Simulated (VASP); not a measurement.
Write the native input for VASP 6.6.1 that does the following.

```yaml
Task: single point
Functional: PBEsol
Potentials_or_basis: VASP PAW PBE potentials, release 64 (Ni, O)
Cutoff: 520 eV
k_mesh: 12 × 12 × 6
Occupations: gaussian, width 0.05 eV
Spin: no spin polarisation
Dipole_correction: no
Further_INCAR_settings: ALGO = Normal; EDIFF = 1e-06; NBANDS = 18
```

The structure of NiO2 lies in POSCAR:

```
NiO2
1.0
    2.7304424938      0.0000000000      0.0000000000
   -1.3652212469      2.3646325632      0.0000000000
    0.0000000000      0.0000000000      5.1695467736
Ni O
1 2
Direct
    0.0000000000      0.0000000000      0.5000000000
    0.6666666667      0.3333333333      0.6499533987
    0.3333333333      0.6666666667      0.3500466013
```

This cell differs from its parent crystal: c/a of the conventional cell at fixed volume 1.8933.

These files were run (other wordings do the same):

INCAR

```
SYSTEM = NiO2
PREC = Accurate ; ENCUT = 520
EDIFF = 1E-6 ; ISMEAR = 0
SIGMA = 0.05 ; LREAL = .FALSE.
LASPH = .TRUE. ; NELM = 60
ALGO = Normal ; ISIF = 2
LWAVE = .FALSE. ; LCHARG = .FALSE.
GGA = PS ; NBANDS = 18
```

KPOINTS

```
Automatic mesh
0
G
  12 12 6
  0 0 0
```

Potentials or basis: VASP PAW PBE potentials, release 64 (Ni, O).

Run with:

```sh
$ cat potpaw_PBE.64/Ni/POTCAR potpaw_PBE.64/O/POTCAR > POTCAR
$ mpirun -np 1 vasp_std > vasp.out
```

Results of the run:

```
Pressure               : 38.6 GPa
Largest force          : 4.414 eV/Å
Band gap on the k mesh : 1.14 eV, indirect (least direct gap 1.69 eV)
```

Caveat: the PAW data sets were made with another functional, which shifts forces and pressure a little.

Run time: 2.1 min on 1 thread of AMD EPYC 7R13 (shared host), peak memory 0.15 GiB.
